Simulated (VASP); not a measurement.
Input of a VASP 6.6.1 run:

INCAR

```
PREC = Accurate
ENCUT = 520
EDIFF = 1E-6
ISMEAR = 0
SIGMA = 0.01
LREAL = F
LASPH = T
NELM = 60
ALGO = Normal
ISIF = 2
LWAVE = F
LCHARG = F
GGA = PE
NBANDS = 15
```

KPOINTS

```
regular mesh
0
Gamma
  4 4 4
```

Contents of POSCAR:

```
BaTe
1.0
    4.2448181589      0.0000000000      0.0000000000
    0.0000000000      4.2448181589      0.0000000000
    0.0000000000      0.0000000000      4.2448181589
Ba Te
1 1
Direct
    0.0000000000      0.0000000000      0.0000000000
    0.5000000000      0.5000000000      0.5000000000
```

Potentials or basis: VASP PAW PBE potentials, release 64 (Ba_sv, Te).

The run is started by

```console
$ cat potpaw_PBE.64/Ba_sv/POTCAR potpaw_PBE.64/Te/POTCAR > POTCAR
$ mpirun -np 1 vasp_std > vasp.out
```

(1) Predict the band gap on the k mesh.

(2) Estimate the pressure.

Answers

(1) 0.74 eV, indirect (least direct gap 0.95 eV).

(2) 0.6 GPa.

Caveat: spin-orbit coupling is left out, which moves the levels of the heavy elements.
